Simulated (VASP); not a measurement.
Write the native input for VASP 6.6.1 that does the following.

| Item | Value |
| --- | --- |
| Task | single point |
| Functional | PBE |
| Potentials or basis | VASP PAW PBE potentials, release 64 (Os) |
| Cutoff | 520 eV |
| k mesh | 18 × 18 × 18 |
| Occupations | fermi-dirac, width 0.05 eV |
| Spin | non-collinear spin, zero start, spin-orbit coupling |
| Starting moments | [[0.0, 0.0, 0.0]] μB |
| Dipole correction | no |
| Further INCAR settings | ALGO = Normal; EDIFF = 1e-07; NBANDS = 19 |

The structure of Os lies in POSCAR:

```
Os
1.0
    0.0000000000      1.9287358341      1.9287358341
    1.9287358341      0.0000000000      1.9287358341
    1.9287358341      1.9287358341      0.0000000000
Os
1
Direct
    0.0000000000      0.0000000000      0.0000000000
```

This isn't the form of Os at room conditions, which is hcp.

One way to write it, as run:

INCAR

```
PREC     = Accurate       # precision mode
ENCUT    = 520            # plane-wave cutoff, eV
EDIFF    = 1E-7           # SCF threshold, eV
ISMEAR   = -1             # smearing method
SIGMA    = 0.05           # smearing width, eV
LREAL    = False          # projectors in reciprocal space
LASPH    = True           # aspherical terms in the spheres
NELM     = 150            # most SCF steps
ALGO     = Normal         # electronic algorithm
ISIF     = 2              # what is computed and relaxed
LWAVE    = False          # write WAVECAR
LCHARG   = False          # write CHGCAR
MAGMOM   = 0 0 0          # initial moments
LORBIT   = 11             # projections on sites
LSORBIT  = True           # spin-orbit coupling
GGA_COMPAT= False        
LORBMOM  = True         
LMAXMIX  = 4              # l up to which the mixer works
GGA      = PE             # functional
NBANDS   = 19             # bands
```

KPOINTS

```
Automatic mesh
0
Gamma
  18 18 18
```

Potentials or basis: VASP PAW PBE potentials, release 64 (Os).

Run with:

```console
$ cat potpaw_PBE.64/Os/POTCAR > POTCAR
$ mpirun -np 1 vasp_ncl > vasp.out
```

Results of the run:

The pressure is -0.1 GPa, the net moment is 0.00 μB per cell and the valence electrons inside the program's atomic spheres are Os 7.38.

Wall time 2.9 min on 1 thread of Intel Xeon 8259CL, on a shared host, peak memory 0.22 GiB.
